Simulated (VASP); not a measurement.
# CdF2 (CdI2 type) (P-3m1) in VASP: relaxation of cell and atoms with PBE

Aim: the relaxation of cell and atoms of CdF2 (CdI2 type) with PBE.

All numbers are computed with VASP 6.6.1; they aren't measurements. Logs are shortened: lines on timing, memory, paths and dates and some standing lists are left out, and cuts for length are marked.

**1. The cell of the first run**

It takes space group P-3m1 (No. 164, trigonal). The conventional cell has a = 3.166 Å, b = 3.166 Å, c = 5.065 Å, α = 90.00°, β = 90.00°, γ = 120.00°. Within 2.9 Å of Cd (site symmetry -3m) lie 6 F at 2.22 Å. Within 2.9 Å of F (site symmetry 3m) lie 3 Cd at 2.22 Å.

**2. Relaxation of cell and atoms, PBE**

File INCAR:

```
PREC = Accurate
ENCUT = 600
EDIFF = 1E-6
ISMEAR = -1
SIGMA = 0.05
LREAL = F
LASPH = T
NELM = 100
ALGO = Normal
ISIF = 3
LWAVE = F
LCHARG = F
GGA = PE
IBRION = 2
NSW = 100
EDIFFG = -0.005
```

File KPOINTS:

```
regular mesh
0
Gamma
  13 13 7
```

File POSCAR:

```
CdF2
1.0
    3.1655923226      0.0000000000      0.0000000000
   -1.5827961613      2.7414833694      0.0000000000
    0.0000000000      0.0000000000      5.0649477162
Cd F
1 2
Direct
    0.0000000000      0.0000000000      0.0000000000
    0.3333333333      0.6666666667      0.2500000000
    0.6666666667      0.3333333333      0.7500000000
```

Potentials or basis: VASP PAW PBE potentials, release 64 (Cd, F).

On the command line:

```bash
> cat potpaw_PBE.64/Cd/POTCAR potpaw_PBE.64/F/POTCAR > POTCAR
> mpirun -np 1 vasp_std > vasp.out
```

OUTCAR:

```text
PREC = Accurate
   ENCUT = 600
   EDIFF = 1E-6
   ISMEAR = -1
   LREAL = F
   LASPH = T
   NELM = 100
   ISIF = 3
   GGA = PE
   IBRION = 2
   NSW = 100
   EDIFFG = -0.005

 ion  position               nearest neighbor table
   1  0.000  0.000  0.000-   2 2.22   3 2.22   3 2.22   2 2.22   3 2.22   2 2.22
   2  0.333  0.667  0.250-   1 2.22   1 2.22   1 2.22
   3  0.667  0.333  0.750-   1 2.22   1 2.22   1 2.22

  LATTYP: Found a hexagonal cell.
 ALAT       =     3.1655923226
 C/A-ratio  =     1.6000000000

  Lattice vectors:

 A1 = (   3.1655923226,   0.0000000000,   0.0000000000)
 A2 = (  -1.5827961613,   2.7414833694,   0.0000000000)
 A3 = (   0.0000000000,   0.0000000000,   5.0649477162)

Analysis of symmetry for initial positions (statically):
=====================================================================
 Subroutine PRICEL returns:
 Original cell was already a primitive cell.

 Routine SETGRP: Setting up the symmetry group for a
 hexagonal supercell.

 Subroutine GETGRP returns: Found 12 space group operations
 (whereof 12 operations were pure point group operations)
 out of a pool of 24 trial point group operations.

The static configuration has the point symmetry D_3d.

Analysis of symmetry for dynamics (positions and initial velocities):
=====================================================================
 Subroutine PRICEL returns:
 Original cell was already a primitive cell.

 Routine SETGRP: Setting up the symmetry group for a
 hexagonal supercell.

 Subroutine GETGRP returns: Found 12 space group operations
 (whereof 12 operations were pure point group operations)
 out of a pool of 24 trial point group operations.

The dynamic configuration has the point symmetry D_3d.

 Subroutine INISYM returns: Found 12 space group operations
 (whereof 12 operations are pure point group operations),
 and found     1 'primitive' translations

----------------------------------------------------------------------------------------

                                     Primitive cell

  volume of cell :      43.9557

  direct lattice vectors                    reciprocal lattice vectors
     3.165592323  0.000000000  0.000000000     0.315896647  0.182383014  0.000000000
    -1.582796161  2.741483369  0.000000000     0.000000000  0.364766028  0.000000000
     0.000000000  0.000000000  5.064947716     0.000000000  0.000000000  0.197435404

  length of vectors
     3.165592323  3.165592323  5.064947716     0.364766028  0.364766028  0.197435404
[... 108 lines left out ...]
   GGA     = PE    functional components
   LHFCALC =     F    Hartree Fock is set to
   AEXX    =    0.0000 exact exchange contribution
   IVDW    =     0    specifies the selected vdW correction
   LEPSILON=     F    determine dielectric tensor
   LRPA    =     F    only Hartree local field effects (RPA)
 conjugate gradient relaxation of ions
 non-spin polarized calculation
  energy-cutoff  :      600.00
  volume of cell :       43.96
 maximum number of plane-waves:      1490
 NGX is ok and might be reduce to    28
   NGX = 13   NGY = 13   NGZ = 21

--------------------------------------- Ionic step        1  -------------------------------------------

 number of electron      26.0000008 magnetization

 Free energy of the ion-electron system (eV)
  ---------------------------------------------------
  ext. energy  EPLUGINS =         0.00000000
  ---------------------------------------------------
  free energy    TOTEN  =       -10.12902625 eV

  energy without entropy =      -10.12902625  energy(sigma->0) =      -10.12902625

------------------------ aborting loop because EDIFF is reached ----------------------------------------

  FORCE on cell =-STRESS in cart. coord.  units (eV):
  Direction    XX          YY          ZZ          XY          YZ          ZX
  --------------------------------------------------------------------------------------
  -------------------------------------------------------------------------------------
  Total        4.3855932      4.3855932      0.1488626      0.0000000     -0.0000000      0.0000000
  in kB      159.8539455    159.8539455      5.4260098      0.0000000     -0.0000000      0.0000000
  external PRESSURE =     108.3779669 kB  Pullay stress =       0.0000000 kB
[... 92 lines left out ...]
  FREE ENERGIE OF THE ION-ELECTRON SYSTEM (eV)
  ---------------------------------------------------
  free  energy   TOTEN  =       -10.4092350397 eV

  energy  without entropy=      -10.4092350397  energy(sigma->0) =      -10.40923504

[... ionic steps 4 to 19 ...]

--------------------------------------- Ionic step       20  -------------------------------------------

 number of electron      26.0000000 magnetization

------------------------ aborting loop because EDIFF is reached ----------------------------------------
[... 69 lines left out ...]
--------------------------------------- Ionic step       22  -------------------------------------------

 number of electron      26.0000003 magnetization

 Free energy of the ion-electron system (eV)
  ---------------------------------------------------
  ext. energy  EPLUGINS =         0.00000000
  ---------------------------------------------------
  free energy    TOTEN  =       -10.66917108 eV

  energy without entropy =      -10.66917108  energy(sigma->0) =      -10.66917108

 E-fermi :  -1.9622     XC(G=0):  -8.8312

 val. band max:       -3.1385654786   @ k =   0.4615   0.0000   0.0000
 cond. band min:       0.1410302811   @ k =   0.0000   0.0000   0.0000
 fundamental gap:      3.2795957597
 Fermi energy:        -1.9622107696

 k-point     1 :       0.0000    0.0000    0.0000
  band No.  band energies     occupation
      1     -23.3221      2.00000
      2     -22.8206      2.00000
      3      -8.5805      2.00000
      4      -8.5805      2.00000
      5      -8.2381      2.00000
      6      -7.6351      2.00000
[... 457 lines left out ...]
      4      -8.5433      2.00000
      5      -8.1939      2.00000
      6      -7.6545      2.00000
[... 9 lines left out ...]
     16      10.1497      0.00000
     17      11.2567      0.00000

 [... further k-points ...]

------------------------ aborting loop because EDIFF is reached ----------------------------------------

  FORCE on cell =-STRESS in cart. coord.  units (eV):
  Direction    XX          YY          ZZ          XY          YZ          ZX
  --------------------------------------------------------------------------------------
  -------------------------------------------------------------------------------------
  Total       -0.0061927     -0.0061927      0.0091828     -0.0000000     -0.0000000      0.0000000
  in kB       -0.1939857     -0.1939857      0.2876497     -0.0000000     -0.0000000      0.0000000
  external PRESSURE =      -0.0334406 kB  Pullay stress =       0.0000000 kB
[... 18 lines left out ...]
  FREE ENERGIE OF THE ION-ELECTRON SYSTEM (eV)
  ---------------------------------------------------
  free  energy   TOTEN  =       -10.6691710798 eV

  energy  without entropy=      -10.6691710798  energy(sigma->0) =      -10.66917108

 reached required accuracy - stopping structural energy minimisation
```

CONTCAR:

```text
CdF2
   1.00000000000000
     3.5568271381369128   -0.0000000000000000   -0.0000000000000000
    -1.7784135690684564    3.0803026585011537    0.0000000000000000
     0.0000000000000000   -0.0000000000000000    4.6683496794007677
  Cd              F
     1     2
Direct
     0.0000000000000000    0.0000000000000000    0.0000000000000000
     0.3333333332999970    0.6666666667000030    0.2147073845196380
     0.6666666667000030    0.3333333332999970    0.7852926154803623

  0.00000000E+00  0.00000000E+00  0.00000000E+00
  0.00000000E+00  0.00000000E+00  0.00000000E+00
  0.00000000E+00  0.00000000E+00  0.00000000E+00
```

Run time: 32 min. Hardware: 1 thread of Intel Xeon 8259CL, shared host; peak memory 0.28 GiB.

Results:

```yaml
Free_energy: -10.6692 eV
Relaxed_volume: 17.05 Å³/atom
Relaxed_cell: a = 3.557 Å, b = 3.557 Å, c = 4.668 Å, α = 90.00°, β = 90.00°, γ = 120.00°
Space_group_after_relaxing_to_0.1_Å: P-3m1 (No. 164)
Energy_gained_by_relaxing: 180.0 meV/atom
Ionic_steps: 22
Pressure_after_relaxing: 0.0 GPa
Band_gap_on_the_k_mesh: 3.28 eV (least direct gap 3.34 eV)
```

Forces in eV/Å, atoms in the order of the input:
```
Cd   0.000  0.000  0.000
F    0.000  0.000 -0.003
F    0.000  0.000  0.003
```

Step by step:
```tsv
step	energy change (eV)	largest force (eV/Å)	pressure (GPa)	volume (Å³)
1	0.0000	0.0172	10.84	43.96
2	-0.2802	1.0162	-2.66	50.49
3	-0.2802	1.0066	-2.53	50.40
4	-0.4339	0.6812	-2.12	50.67
5	-0.5271	0.2144	-2.21	50.82
6	-0.5291	0.1501	2.34	48.56
7	-0.5383	0.0316	0.06	49.61
8	-0.5383	0.0281	0.12	49.59
9	-0.5385	0.0240	0.11	49.65
10	-0.5389	0.0118	0.13	49.84
11	-0.5393	0.0103	0.10	50.22
12	-0.5394	0.0217	0.14	50.40
13	-0.5396	0.0022	-0.06	50.62
14	-0.5396	0.0087	-0.18	50.74
15	-0.5397	0.0104	-0.18	50.80
16	-0.5400	0.0166	-0.14	50.97
17	-0.5400	0.0282	-0.06	51.33
18	-0.5401	0.0222	-0.09	51.17
19	-0.5401	0.0090	0.03	51.10
20	-0.5401	0.0079	0.04	51.09
21	-0.5401	0.0066	0.04	51.11
22	-0.5401	0.0029	0.00	51.15
```

Final structure:
```xyz
3
Lattice="3.5568 0.0000 0.0000 -1.7784 3.0803 0.0000 0.0000 0.0000 4.6683" Properties=species:S:1:pos:R:3 pbc="T T T"
Cd    0.0000    0.0000    0.0000
F     0.0000    2.0535    1.0023
F     1.7784    1.0268    3.6660
```

Levels at points of the mesh, in eV from the valence-band top:
| k point | band 9 | band 10 | band 11 | band 12 | band 13 | band 14 | band 15 | band 16 | band 17 |
| --- | --- | --- | --- | --- | --- | --- | --- | --- | --- |
| (0.00, 0.00, 0.00) | -1.12 | -1.12 | -0.49 | -0.06 | -0.06 | 3.28 | 9.13 | 12.75 | 14.82 |

Caveat: the volume moved by over 15 % at a fixed basis, so the end points are rough.
